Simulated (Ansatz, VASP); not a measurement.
**Cr3Pd in VASP and in Ansatz**

The input INCAR:

```
ALGO = Normal
EDIFF = 1E-7
EDIFFG = -0.01
ENCUT = 600
GGA = PS
IBRION = 2
ISIF = 3
ISMEAR = 0
LASPH = True
LCHARG = False
LREAL = False
LWAVE = False
NELM = 100
NSW = 100
PREC = Accurate
SIGMA = 0.1
```

File KPOINTS:

```
k-points
0
Gamma
  12 12 12
```

The input POSCAR:

```
Cr3Pd
1.0
    3.6471106664      0.0000000000      0.0000000000
    0.0000000000      3.6471106664      0.0000000000
    0.0000000000      0.0000000000      3.6471106664
Cr Pd
3 1
Direct
    0.0000000000      0.5000000000      0.5000000000
    0.5000000000      0.0000000000      0.5000000000
    0.5000000000      0.5000000000      0.0000000000
    0.0000000000      0.0000000000      0.0000000000
```

Input for Ansatz:

```yaml
crystal:
  lattice:
    - [3.6471106664, 0.0, 0.0]
    - [0.0, 3.6471106664, 0.0]
    - [0.0, 0.0, 3.6471106664]
  atoms:
    - { symbol: Cr, position: [0.0, 0.5, 0.5] }
    - { symbol: Cr, position: [0.5, 0.0, 0.5] }
    - { symbol: Cr, position: [0.5, 0.5, 0.0] }
    - { symbol: Pd, position: [0.0, 0.0, 0.0] }
basis:
  ecutwfc: 420
kpoints:
  mp_grid: { grid: [12, 12, 12] }
hamiltonian:
  xc: pbesol
scf:
  occupations: { method: gaussian, width: 0.1 }
output:
  forces: true
  stress: true
  eigenvalues: true
relax:
  adjacent_minimum: "off"
  f_tol: 0.01
  max_steps: 80
  cell: { stress_tol: 0.05 }
```

Alike in both runs: task relaxation of cell and atoms; functional PBEsol; k mesh 12 × 12 × 12; occupations gaussian, width 0.1 eV; no spin polarisation.

|  | VASP | Ansatz |
| --- | --- | --- |
| version | VASP 6.6.1 | Ansatz 0.2.0 |
| potentials or method | VASP PAW PBE potentials, release 64 (Cr_pv, Pd), cutoff 600 eV | scalar-relativistic, plane waves, PAW |
| valence electrons in the cell | 46 | 60 |

Ansatz gave:

| Item | Value |
| --- | --- |
| gap on the k mesh at the Fermi level, each at its own relaxed structure (eV) | none |
| relaxed volume (Å³/atom) | 12.12 |
| relaxed cell length with the largest relative difference (Å) | 3.646 |

**Question.** Which values does VASP return?

**Answer.** gap on the k mesh at the Fermi level, each at its own relaxed structure (eV): none; relaxed volume (Å³/atom): 12.09; relaxed cell length with the largest relative difference (Å): 3.644.

VASP's potentials were made for PBE, not for PBEsol. A gap of «none» marks a metal or a gap that the smearing closes. VASP's potentials hold 46 valence electrons a cell and Ansatz's 60, so a difference there can come from the potentials and not from the codes.
